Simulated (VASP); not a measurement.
Crystal: Pt.

```
Pt
1.0
     0.00000    1.96090    1.96090
     1.96090    0.00000    1.96090
     1.96090    1.96090    0.00000
Pt
1
Direct
  0.00000 0.00000 0.00000
```

Base run:

* Program: VASP 6.6.1
* Functional: revPBE
* Potentials or basis: VASP PAW PBE potentials, release 64 (Pt)
* Cutoff: 520 eV
* k mesh: 10 × 10 × 10
* Occupations: gaussian, width 0.02 eV
* Spin: no spin polarisation

Its results: band gap on the k mesh zero (band 5 reaches 11.82 eV, above the bottom of band 6 at 9.61 eV); pressure 12.6 GPa.

**Question.** After a change of settings the same cell gave: band gap on the k mesh zero (band 5 reaches 11.54 eV, above the bottom of band 6 at 9.19 eV); pressure 4.7 GPa. Which change was it?
A. functional from revPBE to r2SCAN
B. functional from revPBE to PBEsol; further incar settings from ALGO = Normal; EDIFF = 1e-06; NBANDS = 11 to ALGO = Normal; EDIFF = 1e-07; NBANDS = 11
C. functional from revPBE to RPBE
D. functional from revPBE to LDA; potentials or basis from VASP PAW PBE potentials, release 64 (Pt) to VASP PAW LDA potentials, release 64 (Pt)

**Answer.** A.

Caveats: the PAW data sets were made with another functional, which shifts forces and pressure a little; spin-orbit coupling is left out, which moves the levels of the heavy elements.
